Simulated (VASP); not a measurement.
Set up this calculation in VASP 6.6.1, as the native input.

```
Task                   : single point
Functional             : PBE
Dispersion             : D3(BJ)
Potentials or basis    : VASP PAW PBE potentials, release 64 (Rh_pv, H)
Cutoff                 : 520 eV
k mesh                 : 5 × 7 × 1
Occupations            : gaussian, width 0.1 eV
Spin                   : no spin polarisation
Dipole correction      : yes
Further INCAR settings : ALGO = Normal; EDIFF = 1e-06; NBANDS = 70
```

The structure of HRh8 lies in POSCAR:

```
HRh8
1.0
    5.3650160441      0.0000000000      0.0000000000
    0.0000000000      3.7936392259      0.0000000000
    0.0000000000      0.0000000000     21.2400770646
Rh H
8 1
Direct
    0.2500000000      0.5000000000      0.1883232338
    0.7500000000      0.5000000000      0.1883232338
    0.0000000000      0.0000000000      0.2514705570
    0.5000000000      0.0000000000      0.2514705570
    0.2500000000      0.5000000000      0.3153506346
    0.7500000000      0.5000000000      0.3153506346
    0.0000000000      0.0000000000      0.3738252475
    0.5000000000      0.0000000000      0.3738252475
    0.0000000000      0.0000000000      0.4915272686
```

One way to write it, as run:

INCAR

```
SYSTEM = HRh8
  PREC = Accurate
  ENCUT = 520
  EDIFF = 1E-6
  ISMEAR = 0
  SIGMA = 0.1
  LREAL = .FALSE.
  LASPH = .TRUE.
  NELM = 80
  ALGO = Normal
  ISIF = 2
  LWAVE = .FALSE.
  LCHARG = .FALSE.
  LDIPOL = .TRUE.
  IDIPOL = 3
  DIPOL = 0.5 0.5 0.305
  GGA = PE
  IVDW = 12
  NBANDS = 70
```

KPOINTS

```
Automatic mesh
0
G
  5 7 1
  0 0 0
```

Potentials or basis: VASP PAW PBE potentials, release 64 (Rh_pv, H).

Run with:

```console
$ cat potpaw_PBE.64/Rh_pv/POTCAR potpaw_PBE.64/H/POTCAR > POTCAR
$ mpirun -np 1 vasp_std > vasp.out
```

Results of the run:

- Largest force: 1.997 eV/Å
- Band gap on the k mesh: zero (an odd number of electrons rules out a gap without spin polarisation)
- Dispersion energy per atom: -0.347 eV

It took 10 min on 1 thread of Intel(R) Xeon(R) 6975P-C (Granite Rapids) (shared host), peak memory 0.55 GiB.
